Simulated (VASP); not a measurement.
# CO (P2_13) in VASP: single point with PBE

Aim: the single point of CO with PBE.

Everything below comes from runs of VASP 6.6.1. Logs are shortened: lines on timing, memory, paths and dates and some standing lists are left out, and cuts for length are marked.

## (1) The cell of the first run

The structure is cubic, space group P2_13 (No. 198). Conventional cell: a = 5.964 Å, b = 5.964 Å, c = 5.964 Å, α = 90.00°, β = 90.00°, γ = 90.00°. C (site symmetry 3) has 1 O at 1.14 Å within 1.5 Å. Within 1.5 Å of O (site symmetry 3) lie 1 C at 1.14 Å.

## (2) Single point, PBE

INCAR reads:

```
ALGO = Normal
EDIFF = 1E-6
ENCUT = 520
GGA = PE
ISIF = 2
ISMEAR = 0
LASPH = T
LCHARG = F
LREAL = F
LWAVE = F
NBANDS = 30
NELM = 60
PREC = Accurate
SIGMA = 0.01
```

KPOINTS reads:

```
k-points
0
Gamma
  3 3 3
```

POSCAR reads:

```
CO
1.0
    5.9638080000      0.0000000000      0.0000000000
    0.0000000000      5.9638080000      0.0000000000
    0.0000000000      0.0000000000      5.9638080000
C O
4 4
Direct
    0.9591640000      0.9591640000      0.9591640000
    0.5408360000      0.0408360000      0.4591640000
    0.4591640000      0.5408360000      0.0408360000
    0.0408360000      0.4591640000      0.5408360000
    0.0698180000      0.0698180000      0.0698180000
    0.4301820000      0.9301820000      0.5698180000
    0.5698180000      0.4301820000      0.9301820000
    0.9301820000      0.5698180000      0.4301820000
```

Potentials or basis: VASP PAW PBE potentials, release 64 (C, O).

Started as:

```
> cat potpaw_PBE.64/C/POTCAR potpaw_PBE.64/O/POTCAR > POTCAR
> mpirun -np 1 vasp_std > vasp.out
```

OUTCAR:

```text
EDIFF = 1E-6
   ENCUT = 520
   GGA = PE
   ISIF = 2
   ISMEAR = 0
   LASPH = T
   LREAL = F
   NELM = 60
   PREC = Accurate

 ion  position               nearest neighbor table
   1  0.959  0.959  0.959-   5 1.14
   2  0.541  0.041  0.459-   6 1.14
   3  0.459  0.541  0.041-   7 1.14
   4  0.041  0.459  0.541-   8 1.14
   5  0.070  0.070  0.070-   1 1.14
   6  0.430  0.930  0.570-   2 1.14
   7  0.570  0.430  0.930-   3 1.14
   8  0.930  0.570  0.430-   4 1.14

  LATTYP: Found a simple cubic cell.
 ALAT       =     5.9638080000

  Lattice vectors:

 A1 = (   5.9638080000,   0.0000000000,   0.0000000000)
 A2 = (   0.0000000000,   5.9638080000,   0.0000000000)
 A3 = (   0.0000000000,   0.0000000000,   5.9638080000)

Analysis of symmetry for initial positions (statically):
=====================================================================
 Subroutine PRICEL returns:
 Original cell was already a primitive cell.

 Routine SETGRP: Setting up the symmetry group for a
 simple cubic supercell.

 Subroutine GETGRP returns: Found 12 space group operations
 (whereof  3 operations were pure point group operations)
 out of a pool of 48 trial point group operations.

The static configuration has the point symmetry C_3 .
 The point group associated with its full space group is T   .

Analysis of symmetry for dynamics (positions and initial velocities):
=====================================================================
 Subroutine PRICEL returns:
 Original cell was already a primitive cell.

 Routine SETGRP: Setting up the symmetry group for a
 simple cubic supercell.

 Subroutine GETGRP returns: Found 12 space group operations
 (whereof  3 operations were pure point group operations)
 out of a pool of 48 trial point group operations.

The dynamic configuration has the point symmetry C_3 .
 The point group associated with its full space group is T   .

 Subroutine INISYM returns: Found 12 space group operations
 (whereof  3 operations are pure point group operations),
 and found     1 'primitive' translations

----------------------------------------------------------------------------------------

                                     Primitive cell

  volume of cell :     212.1148

  direct lattice vectors                    reciprocal lattice vectors
     5.963808000  0.000000000  0.000000000     0.167678101  0.000000000  0.000000000
     0.000000000  5.963808000  0.000000000     0.000000000  0.167678101  0.000000000
     0.000000000  0.000000000  5.963808000     0.000000000  0.000000000  0.167678101

  length of vectors
     5.963808000  5.963808000  5.963808000     0.167678101  0.167678101  0.167678101

  position of ions in fractional coordinates (direct lattice)
     0.959164000  0.959164000  0.959164000
     0.540836000  0.040836000  0.459164000
     0.459164000  0.540836000  0.040836000
     0.040836000  0.459164000  0.540836000
     0.069818000  0.069818000  0.069818000
     0.430182000  0.930182000  0.569818000
     0.569818000  0.430182000  0.930182000
     0.930182000  0.569818000  0.430182000

  ion indices of the primitive-cell ions
   primitive index   ion index
                 1           1
                 2           2
                 3           3
                 4           4
                 5           5
                 6           6
                 7           7
                 8           8

----------------------------------------------------------------------------------------

 KPOINTS: k-points

Automatic generation of k-mesh.
 Grid dimensions read from file:
 generate k-points for:    3    3    3

 Generating k-lattice:

  Cartesian coordinates                     Fractional coordinates (reciprocal lattice)
     0.055892700  0.000000000  0.000000000     0.333333333  0.000000000  0.000000000
     0.000000000  0.055892700  0.000000000     0.000000000  0.333333333  0.000000000
     0.000000000  0.000000000  0.055892700     0.000000000  0.000000000  0.333333333

  Length of vectors
     0.055892700  0.055892700  0.055892700

  Shift w.r.t. Gamma in fractional coordinates (k-lattice)
     0.000000000  0.000000000  0.000000000

 Subroutine IBZKPT returns following result:
 ===========================================

 Found      4 irreducible k-points:

 Following reciprocal coordinates:
            Coordinates               Weight
  0.000000  0.000000  0.000000      1.000000
  0.333333  0.000000  0.000000      6.000000
  0.333333  0.333333  0.000000     12.000000
  0.333333  0.333333  0.333333      8.000000
   k-points           NKPTS =      4   k-points in BZ     NKDIM =      4   number of bands    NBANDS=     30
   number of dos      NEDOS =    301   number of ions     NIONS =      8
   total plane-waves  NPLWV = 110592
   dimension x,y,z NGX =    48 NGY =   48 NGZ =   48
   dimension x,y,z NGXF=    96 NGYF=   96 NGZF=   96
   ions per type =               4   4
   NGX,Y,Z   is equivalent  to a cutoff of  13.38, 13.38, 13.38 a.u.
   NGXF,Y,Z  is equivalent  to a cutoff of  26.76, 26.76, 26.76 a.u.
 SYSTEM =  unknown system
   PREC   = accura    normal or accurate (medium, high low for compatibility)
   ISTART =      0    job   : 0-new  1-cont  2-samecut
   ICHARG =      2    charge: 1-file 2-atom 10-const
   ISPIN  =      1    spin polarized calculation?
   LNONCOLLINEAR =      F non collinear calculations
   LSORBIT =      F    spin-orbit coupling
   LASPH  =      T    aspherical Exc in radial PAW
   ENCUT  =  520.0 eV  38.22 Ry    6.18 a.u.  11.09 11.09 11.09*2*pi/ulx,y,z
   NELM   =     60;   NELMIN=  2; NELMDL= -5     # of ELM steps
   EDIFF  = 0.1E-05   stopping-criterion for ELM
   LREAL  =      F    real-space projection
   EDIFFG = 0.1E-04   stopping-criterion for IOM
   NSW    =      0    number of steps for IOM
   IBRION =     -1    ionic relax: 0-MD 1-quasi-New 2-CG
   NFREE  =      0    steps in history (QN), initial steepest desc. (CG)
   ISIF   =      2    stress and relaxation
   ISYM   =      2    0-nonsym 1-usesym 2-fastsym
   POTIM  = 0.5000    time-step for ionic-motion
   TEBEG  =    0.0;   TEEND  =   0.0 temperature during run
   PSTRESS=    0.0 pullay stress
   NELECT =      40.0000    total number of electrons
   NUPDOWN=      -1.0000    fix difference up-down
   EMIN   =  10.00;   EMAX   =-10.00  energy-range for DOS
   EFERMI =   0.00;   METHOD = LEGACY
   ISMEAR =     0;   SIGMA  =   0.01  broadening in eV -4-tet -1-fermi 0-gaus
   EFERMI_NEDOS =   21; number of points for ismear=-14 and -15
   IALGO  =     38    algorithm
   IMIX   =      4    mixing-type and parameters
     AMIX     =   0.40;   BMIX     =  1.00
     AMIX_MAG =   1.60;   BMIX_MAG =  1.00
  volume/ion in A,a.u.               =      26.51       178.93
  Fermi-wavevector in a.u.,A,eV,Ry     =   0.938796  1.774067 11.991327  0.881338
  Thomas-Fermi vector in A             =   2.066044
   LORBIT       =      0    0 simple, 1 ext, 2 COOP (PROOUT), +10 PAW based schemes
   GGA     = PE    functional components
   LHFCALC =     F    Hartree Fock is set to
   AEXX    =    0.0000 exact exchange contribution
   IVDW    =     0    specifies the selected vdW correction
   LEPSILON=     F    determine dielectric tensor
   LRPA    =     F    only Hartree local field effects (RPA)
 non-spin polarized calculation
 Gauss-broadening in eV      SIGMA  =   0.01
  energy-cutoff  :      520.00
  volume of cell :      212.11
 maximum number of plane-waves:      5728
 NGX is ok and might be reduce to    48
   NGX = 23   NGY = 23   NGZ = 23

 number of electron      40.0000007 magnetization

 Free energy of the ion-electron system (eV)
  ---------------------------------------------------
  ext. energy  EPLUGINS =         0.00000000
  ---------------------------------------------------
  free energy    TOTEN  =       -59.29078675 eV

  energy without entropy =      -59.29078675  energy(sigma->0) =      -59.29078675

 E-fermi :  -5.8233     XC(G=0):  -5.9204

 val. band max:       -5.8777546597   @ k =   0.3333   0.0000   0.0000
 cond. band min:       0.2758183295   @ k =   0.3333   0.0000   0.0000
 fundamental gap:      6.1535729893
 Fermi energy:        -5.8233476155

 k-point     1 :       0.0000    0.0000    0.0000
  band No.  band energies     occupation
      1     -26.2710      2.00000
      2     -26.2422      2.00000
      3     -26.2422      2.00000
      4     -26.2422      2.00000
      5     -11.1152      2.00000
      6     -11.1152      2.00000
[... 22 lines left out ...]
     29       3.7357      0.00000
     30       5.8499      0.00000

 k-point     2 :       0.3333    0.0000    0.0000
  band No.  band energies     occupation
      1     -26.2646      2.00000
      2     -26.2515      2.00000
      3     -26.2414      2.00000
      4     -26.2401      2.00000
      5     -11.1304      2.00000
      6     -11.1224      2.00000
[... 22 lines left out ...]
     29       3.9203      0.00000
     30       4.6745      0.00000

 k-point     3 :       0.3333    0.3333    0.0000
  band No.  band energies     occupation
      1     -26.2599      2.00000
      2     -26.2522      2.00000
      3     -26.2437      2.00000
      4     -26.2415      2.00000
      5     -11.1287      2.00000
      6     -11.1186      2.00000
[... 22 lines left out ...]
     29       4.1032      0.00000
     30       4.5638      0.00000

 k-point     4 :       0.3333    0.3333    0.3333
  band No.  band energies     occupation
      1     -26.2565      2.00000
      2     -26.2514      2.00000
      3     -26.2459      2.00000
      4     -26.2437      2.00000
      5     -11.1232      2.00000
      6     -11.1127      2.00000
[... 22 lines left out ...]
     29       4.3282      0.00000
     30       4.6514      0.00000

------------------------ aborting loop because EDIFF is reached ----------------------------------------

  FORCE on cell =-STRESS in cart. coord.  units (eV):
  Direction    XX          YY          ZZ          XY          YZ          ZX
  --------------------------------------------------------------------------------------
  -------------------------------------------------------------------------------------
  Total       -0.0089614     -0.0089614     -0.0089614      0.0000000      0.0000000      0.0000000
  in kB       -0.0676883     -0.0676883     -0.0676883      0.0000000      0.0000000      0.0000000
  external PRESSURE =      -0.0676883 kB  Pullay stress =       0.0000000 kB

 VOLUME and BASIS-vectors are now :
 -----------------------------------------------------------------------------
  energy-cutoff  :      520.00
  volume of cell :      212.11
      direct lattice vectors                 reciprocal lattice vectors
     5.963808000  0.000000000  0.000000000     0.167678101  0.000000000  0.000000000
     0.000000000  5.963808000  0.000000000     0.000000000  0.167678101  0.000000000
     0.000000000  0.000000000  5.963808000     0.000000000  0.000000000  0.167678101

 POSITION                                       TOTAL-FORCE (eV/Angst)
 -----------------------------------------------------------------------------------
      5.72027      5.72027      5.72027         0.012656      0.012656      0.012656
      3.22544      0.24354      2.73837        -0.012656     -0.012656      0.012656
      2.73837      3.22544      0.24354         0.012656     -0.012656     -0.012656
      0.24354      2.73837      3.22544        -0.012656      0.012656     -0.012656
      0.41638      0.41638      0.41638        -0.005270     -0.005270     -0.005270
      2.56552      5.54743      3.39829         0.005270      0.005270     -0.005270
      3.39829      2.56552      5.54743        -0.005270      0.005270      0.005270
      5.54743      3.39829      2.56552         0.005270     -0.005270      0.005270
 -----------------------------------------------------------------------------------
    total drift:                               -0.000000     -0.000000      0.000000

  FREE ENERGIE OF THE ION-ELECTRON SYSTEM (eV)
  ---------------------------------------------------
  free  energy   TOTEN  =       -59.2907867464 eV

  energy  without entropy=      -59.2907867464  energy(sigma->0) =      -59.29078675
```

Wall time 21 s (1 thread of AMD EPYC 9R45 (Zen 5), shared host); peak memory 0.28 GiB.

What came out:

```
Free energy            : -59.2908 eV
Pressure               : 0.0 GPa
Largest force          : 0.022 eV/Å
Band gap on the k mesh : 6.15 eV, direct
```

Forces in eV/Å, atoms in the order of the input:
```
C    0.013  0.013  0.013
C   -0.013 -0.013  0.013
C    0.013 -0.013 -0.013
C   -0.013  0.013 -0.013
O   -0.005 -0.005 -0.005
O    0.005  0.005 -0.005
O   -0.005  0.005  0.005
O    0.005 -0.005  0.005
```

Levels at points of the mesh, in eV from the valence-band top:
| k point | band 18 | band 19 | band 20 | band 21 | band 22 | band 23 |
| --- | --- | --- | --- | --- | --- | --- |
| (0.00, 0.00, 0.00) | -0.03 | -0.03 | -0.03 | 6.31 | 6.31 | 6.31 |

A k mesh can miss the band edges. Expect the measured gap to be larger: semilocal functionals such as PBE lack the derivative discontinuity.
